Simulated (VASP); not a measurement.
Tl2PbCl4, 7 atoms in the cell. The typed cell holds 7 atoms: a = 7.639 Å, b = 7.639 Å, c = 3.695 Å, α = 90.00°, β = 90.00°, γ = 90.00°. 

```yaml
Program: VASP 6.6.1
Task: single point
Functional: r2SCAN
Dispersion: rVV10
Potentials_or_basis: VASP PAW PBE potentials, release 64 (Tl_d, Pb_d, Cl)
Cutoff: 520 eV
k_mesh: 4 × 4 × 6
Occupations: fermi-dirac, width 0.03 eV
Spin: no spin polarisation
Dipole_correction: no
Further_INCAR_settings: ALGO = Normal; EDIFF = 1e-06; NBANDS = 43
```

Potentials or basis: VASP PAW PBE potentials, release 64 (Tl_d, Pb_d, Cl).

Launch:

```sh
$ cat potpaw_PBE.64/Tl_d/POTCAR potpaw_PBE.64/Pb_d/POTCAR potpaw_PBE.64/Cl/POTCAR > POTCAR
$ cp INCAR.step1 INCAR
$ mpirun -np 1 vasp_std > vasp.out
$ cp INCAR.step2 INCAR
$ mpirun -np 1 vasp_std > vasp.out
```

Hardware: 1 thread of AMD EPYC 7R13, with other jobs on the host.

Problem. How long does it take, and how much memory?

Solution. Run time: 25 min on 1 thread of AMD EPYC 7R13, on a shared host, peak memory 0.8 GiB. Counts: k points 24.
